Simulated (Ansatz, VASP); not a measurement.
**Pb: VASP beside Ansatz**

```
Pb
1.0
     3.25258    0.00000    0.00000
     0.00000    3.25258    0.00000
     0.00000    0.00000    3.25258
Pb
1
Direct
  0.00000 0.00000 0.00000
```

Alike in both runs: functional PBE; k mesh 18 × 18 × 18; occupations gaussian, width 0.1 eV; no spin polarisation.

Ansatz relaxed the structure, and its values are those at the end. VASP's run is a single point on that final structure, the one shown.

|  | VASP | Ansatz |
| --- | --- | --- |
| version | VASP 6.6.1 | Ansatz 0.2.0 |
| potentials or method | VASP PAW PBE potentials, release 64 (Pb_d), cutoff 520 eV | scalar-relativistic, plane waves, PAW |
| valence electrons in the cell | 14 | 14 |

Ansatz gave:

* gap on the k mesh at the Fermi level (eV): none
* pressure (GPa): 0.0

Q: Which values does VASP return?

A: gap on the k mesh at the Fermi level (eV): none; pressure (GPa): -0.1.

A gap of «none» marks a metal or a gap that the smearing closes.

Neither program's run includes spin-orbit coupling.
